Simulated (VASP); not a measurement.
# Ni (P6_3/mmc) in VASP: notebook, part 2 of 2

VASP 6.6.1. The steps go on from the part before.

### Step 4. Single point, PBE, collinear spin, ferromagnetic start

This run uses another cell than the first one, of 11.20 Å³/atom, 1.104 times its volume.

INCAR

```
SYSTEM = Ni
PREC = Accurate
ENCUT = 520
EDIFF = 1E-6
ISMEAR = -1
SIGMA = 0.05
LREAL = .FALSE.
LASPH = .TRUE.
NELM = 150
ALGO = Fast
ISIF = 2
LWAVE = .FALSE.
LCHARG = .TRUE.
ISPIN = 2
MAGMOM = 1 1
LORBIT = 11
LMAXMIX = 4
GGA = PE
LELF = .TRUE.
LVHAR = .TRUE.
NBANDS = 21
```

KPOINTS

```
Automatic mesh
0
G
  12 12 7
  0 0 0
```

POSCAR

```
Ni
1.0
    2.4960355362      0.0000000000      0.0000000000
   -1.2480177681      2.1616301831      0.0000000000
    0.0000000000      0.0000000000      4.1526868216
Ni
2
Direct
    0.6666666667      0.3333333333      0.7500000000
    0.3333333333      0.6666666667      0.2500000000
```

Potentials or basis: VASP PAW PBE potentials, release 64 (Ni).

Command:

```bash
> cat potpaw_PBE.64/Ni/POTCAR > POTCAR
> mpirun -np 1 vasp_std > vasp.out
```

OUTCAR:

```text
SYSTEM = Ni
   PREC = Accurate
   ENCUT = 520
   EDIFF = 1E-6
   ISMEAR = -1
   LREAL = .FALSE.
   LASPH = .TRUE.
   NELM = 150
   ISIF = 2
   ISPIN = 2
   LORBIT = 11
   GGA = PE

 ion  position               nearest neighbor table
   1  0.667  0.333  0.750-   2 2.53   2 2.53   2 2.53   2 2.53   2 2.53   2 2.53
   2  0.333  0.667  0.250-   1 2.53   1 2.53   1 2.53   1 2.53   1 2.53   1 2.53

  LATTYP: Found a hexagonal cell.
 ALAT       =     2.4960355362
 C/A-ratio  =     1.6637130207

  Lattice vectors:

 A1 = (   2.4960355362,   0.0000000000,   0.0000000000)
 A2 = (  -1.2480177681,   2.1616301831,   0.0000000000)
 A3 = (   0.0000000000,   0.0000000000,   4.1526868216)

Analysis of symmetry for initial positions (statically):
=====================================================================
 Subroutine PRICEL returns:
 Original cell was already a primitive cell.

 Routine SETGRP: Setting up the symmetry group for a
 hexagonal supercell.

 Subroutine GETGRP returns: Found 24 space group operations
 (whereof 12 operations were pure point group operations)
 out of a pool of 24 trial point group operations.

The static configuration has the point symmetry D_3d.
 The point group associated with its full space group is D_6h.

Analysis of symmetry for dynamics (positions and initial velocities):
=====================================================================
 Subroutine PRICEL returns:
 Original cell was already a primitive cell.

 Routine SETGRP: Setting up the symmetry group for a
 hexagonal supercell.

 Subroutine GETGRP returns: Found 24 space group operations
 (whereof 12 operations were pure point group operations)
 out of a pool of 24 trial point group operations.

The dynamic configuration has the point symmetry D_3d.
 The point group associated with its full space group is D_6h.

Analysis of structural, dynamic, and magnetic symmetry:
=====================================================================
 Subroutine PRICEL returns:
 Original cell was already a primitive cell.

 Routine SETGRP: Setting up the symmetry group for a
 hexagonal supercell.

 Subroutine GETGRP returns: Found 24 space group operations
 (whereof 12 operations were pure point group operations)
 out of a pool of 24 trial point group operations.

The overall configuration has the point symmetry D_3d.
 The point group associated with its full space group is D_6h.

 Subroutine INISYM returns: Found 24 space group operations
 (whereof 12 operations are pure point group operations),
 and found     1 'primitive' translations

----------------------------------------------------------------------------------------

                                     Primitive cell

  volume of cell :      22.4058

  direct lattice vectors                    reciprocal lattice vectors
     2.496035536  0.000000000  0.000000000     0.400635322  0.231306911  0.000000000
    -1.248017768  2.161630183  0.000000000     0.000000000  0.462613822  0.000000000
     0.000000000  0.000000000  4.152686822     0.000000000  0.000000000  0.240807950

  length of vectors
     2.496035536  2.496035536  4.152686822     0.462613822  0.462613822  0.240807950

  position of ions in fractional coordinates (direct lattice)
     0.666666667  0.333333333  0.750000000
[... 66 lines left out ...]
   NGX,Y,Z   is equivalent  to a cutoff of  13.32, 13.32, 12.81 a.u.
   NGXF,Y,Z  is equivalent  to a cutoff of  26.64, 26.64, 25.62 a.u.
 SYSTEM =  Ni
   PREC   = accura    normal or accurate (medium, high low for compatibility)
   ISTART =      0    job   : 0-new  1-cont  2-samecut
   ICHARG =      2    charge: 1-file 2-atom 10-const
   ISPIN  =      2    spin polarized calculation?
   LNONCOLLINEAR =      F non collinear calculations
   LSORBIT =      F    spin-orbit coupling
   LASPH  =      T    aspherical Exc in radial PAW
   ENCUT  =  520.0 eV  38.22 Ry    6.18 a.u.   4.64  4.64  7.72*2*pi/ulx,y,z
   NELM   =    150;   NELMIN=  2; NELMDL= -5     # of ELM steps
   EDIFF  = 0.1E-05   stopping-criterion for ELM
   LREAL  =      F    real-space projection
   EDIFFG = 0.1E-04   stopping-criterion for IOM
   NSW    =      0    number of steps for IOM
   IBRION =     -1    ionic relax: 0-MD 1-quasi-New 2-CG
   NFREE  =      0    steps in history (QN), initial steepest desc. (CG)
   ISIF   =      2    stress and relaxation
   ISYM   =      2    0-nonsym 1-usesym 2-fastsym
   POTIM  = 0.5000    time-step for ionic-motion
   TEBEG  =    0.0;   TEEND  =   0.0 temperature during run
   PSTRESS=    0.0 pullay stress
   NELECT =      20.0000    total number of electrons
   NUPDOWN=      -1.0000    fix difference up-down
   EMIN   =  10.00;   EMAX   =-10.00  energy-range for DOS
   EFERMI =   0.00;   METHOD = LEGACY
   ISMEAR =    -1;   SIGMA  =   0.05  broadening in eV -4-tet -1-fermi 0-gaus
   EFERMI_NEDOS =   21; number of points for ismear=-14 and -15
   IALGO  =     68    algorithm
   IMIX   =      4    mixing-type and parameters
     AMIX     =   0.40;   BMIX     =  1.00
     AMIX_MAG =   1.60;   BMIX_MAG =  1.00
  volume/ion in A,a.u.               =      11.20        75.60
  Fermi-wavevector in a.u.,A,eV,Ry     =   1.576272  2.978721 33.805473  2.484632
  Thomas-Fermi vector in A             =   2.677130
   LORBIT       =     11    0 simple, 1 ext, 2 COOP (PROOUT), +10 PAW based schemes
   GGA     = PE    functional components
   LHFCALC =     F    Hartree Fock is set to
   AEXX    =    0.0000 exact exchange contribution
   IVDW    =     0    specifies the selected vdW correction
   LEPSILON=     F    determine dielectric tensor
   LRPA    =     F    only Hartree local field effects (RPA)
 spin polarized calculation
 RMM-DIIS sequential band-by-band and
  energy-cutoff  :      520.00
  volume of cell :       22.41
 maximum number of plane-waves:       616
 NGX is ok and might be reduce to    20
   NGX =  9   NGY =  9   NGZ = 15

 number of electron      20.0000003 magnetization       1.3144865

 Free energy of the ion-electron system (eV)
  ---------------------------------------------------
  ext. energy  EPLUGINS =         0.00000000
  ---------------------------------------------------
  free energy    TOTEN  =       -10.89334014 eV

  energy without entropy =      -10.85694740  energy(sigma->0) =      -10.87514377

 E-fermi :   8.9899     XC(G=0): -13.0829

 val. band max:        8.9861162986   @ k =   0.0833  -0.0000   0.1429
 cond. band min:       8.9922512176   @ k =   0.4167  -0.0000   0.0000
 fundamental gap:      0.0061349191
 Fermi energy:         8.9898970333

 spin component 1

 k-point     1 :       0.0000    0.0000    0.0000
  band No.  band energies     occupation
      1       0.1583      1.00000
      2       4.2663      1.00000
      3       6.5419      1.00000
      4       6.6919      1.00000
      5       6.6919      1.00000
      6       6.9308      1.00000
[... 565 lines left out ...]
     20      33.0643      0.00000
     21      36.0898      0.00000

 [... further k-points ...]

 spin component 2

 k-point     1 :       0.0000    0.0000    0.0000
  band No.  band energies     occupation
      1       0.1266      1.00000
      2       4.6889      1.00000
      3       7.2885      1.00000
      4       7.4064      1.00000
      5       7.4064      1.00000
      6       7.6639      1.00000
[... 565 lines left out ...]
     20      33.1603      0.00000
     21      36.1455      0.00000

 [... further k-points ...]
[... 5 lines left out ...]
  --------------------------------------------------------------------------------------
  -------------------------------------------------------------------------------------
  Total       -0.4689326     -0.4689326     -0.9170714      0.0000000      0.0000000      0.0000000
  in kB      -33.5320179    -33.5320179    -65.5771305      0.0000000      0.0000000      0.0000000
  external PRESSURE =     -44.2137221 kB  Pullay stress =       0.0000000 kB

 VOLUME and BASIS-vectors are now :
 -----------------------------------------------------------------------------
  energy-cutoff  :      520.00
  volume of cell :       22.41
      direct lattice vectors                 reciprocal lattice vectors
     2.496035536  0.000000000  0.000000000     0.400635322  0.231306911  0.000000000
    -1.248017768  2.161630183  0.000000000     0.000000000  0.462613822  0.000000000
     0.000000000  0.000000000  4.152686822     0.000000000  0.000000000  0.240807950

 POSITION                                       TOTAL-FORCE (eV/Angst)
 -----------------------------------------------------------------------------------
      1.24802      0.72054      3.11452        -0.000000     -0.000000      0.000000
     -0.00000      1.44109      1.03817         0.000000      0.000000      0.000000
 -----------------------------------------------------------------------------------
    total drift:                               -0.000000      0.000000     -0.000000

  FREE ENERGIE OF THE ION-ELECTRON SYSTEM (eV)
  ---------------------------------------------------
  free  energy   TOTEN  =       -10.8933401366 eV

  energy  without entropy=      -10.8569474017  energy(sigma->0) =      -10.87514377

 total charge

# of ion       s       p       d       tot
------------------------------------------
    1        0.485   0.472   8.303   9.260
    2        0.485   0.472   8.303   9.260
--------------------------------------------------
tot          0.970   0.945  16.606  18.521

 magnetization (x)

# of ion       s       p       d       tot
------------------------------------------
    1       -0.005  -0.024   0.700   0.671
    2       -0.005  -0.024   0.700   0.671
--------------------------------------------------
tot         -0.009  -0.048   1.400   1.343
```

OSZICAR:

```text
N       E                     dE             d eps       ncg     rms          rms(c)
DAV:   1     0.949452170774E+02    0.94945E+02   -0.91322E+03  6840   0.138E+03
DAV:   2    -0.742991923633E+01   -0.10238E+03   -0.94330E+02  6529   0.232E+02
DAV:   3    -0.128843154170E+02   -0.54544E+01   -0.52551E+01  7343   0.616E+01
DAV:   4    -0.129503033109E+02   -0.65988E-01   -0.65937E-01  7387   0.636E+00
DAV:   5    -0.129520718165E+02   -0.17685E-02   -0.17684E-02  7431   0.105E+00    0.137E+01
RMM:   6    -0.116288679850E+02    0.13232E+01   -0.75420E+00  7711   0.296E+01    0.972E+00
RMM:   7    -0.109309343552E+02    0.69793E+00   -0.12159E+00  7595   0.121E+01    0.285E+00
RMM:   8    -0.108984568596E+02    0.32477E-01   -0.17104E-02  9036   0.887E-01    0.126E+00
RMM:   9    -0.108944462876E+02    0.40106E-02   -0.22372E-03  8794   0.409E-01    0.335E-01
RMM:  10    -0.108933666338E+02    0.10797E-02   -0.67347E-04  8096   0.270E-01    0.765E-02
RMM:  11    -0.108933442117E+02    0.22422E-04   -0.26416E-04  9738   0.990E-02    0.292E-02
RMM:  12    -0.108933374767E+02    0.67349E-05   -0.40794E-05  8180   0.545E-02    0.174E-02
RMM:  13    -0.108933396561E+02   -0.21794E-05   -0.15790E-05  8890   0.224E-02    0.823E-03
RMM:  14    -0.108933401366E+02   -0.48049E-06   -0.15251E-06  4921   0.803E-03
   1 F= -.10893340E+02 E0= -.10875144E+02  d E =-.363927E-01  mag=     1.3144
```

It took 51 s on 1 thread of Intel Xeon 6975P-C, shared host; peak memory 0.18 GiB.

What came out:

```
Free energy                                           : -10.8933 eV
Pressure                                              : -4.4 GPa
Net moment                                            : 1.31 μB per cell
Site moments                                          : Ni +0.67 μB
Valence electrons inside the program's atomic spheres : Ni 9.26
```

Stress tensor (GPa, compression positive):
```
-3.35  0.00  0.00
 0.00 -3.35  0.00
 0.00  0.00 -6.56
```

Levels at points of the mesh, in eV from the Fermi level:
Spin up:
```
           k point  band 7  band 8  band 9  band 10  band 11  band 12  band 13  band 14  band 15  band 16
(0.00, 0.00, 0.00)   -2.06   -1.58   -1.58    -0.73    -0.73    -0.44     5.17    22.56    24.27    24.27
(0.50, 0.00, 0.00)   -2.04   -0.63   -0.58    -0.52     1.12     2.96     9.05     9.51    12.06    12.82
```
Spin down:
| k point | band 6 | band 7 | band 8 | band 9 | band 10 | band 11 | band 12 | band 13 |
| --- | --- | --- | --- | --- | --- | --- | --- | --- |
| (0.00, 0.00, 0.00) | -1.33 | -1.33 | -0.90 | -0.90 | -0.50 | -0.01 | -0.01 | 5.61 |
| (0.50, 0.00, 0.00) | -1.64 | -1.33 | 0.15 | 0.18 | 0.29 | 1.61 | 3.35 | 9.16 |

### Step 5. Overview

| cell | gap on the mesh (eV) | pressure (GPa) | moment (μB) |
| --- | --- | --- | --- |
| a = 2.415, b = 2.415, c = 4.018 Å, angles 90.0, 90.0, 120.0°, 2 atoms | none | 17.2 | 1.22 |
| a = 2.464, b = 2.464, c = 4.100 Å, angles 90.0, 90.0, 120.0°, 2 atoms | none | 2.7 | 1.28 |
| a = 2.496, b = 2.496, c = 4.153 Å, angles 90.0, 90.0, 120.0°, 2 atoms | none | -4.4 | 1.31 |

Alike in all rows: task single point; level PBE; potentials or basis VASP PAW PBE potentials, release 64 (Ni); spin collinear, ferromagnetic start; k mesh 12 × 12 × 7; cutoff (eV) 520; smearing fermi-dirac 0.05 eV.

Total energies depend on the potentials used, so only differences within one code and one set of settings carry meaning.
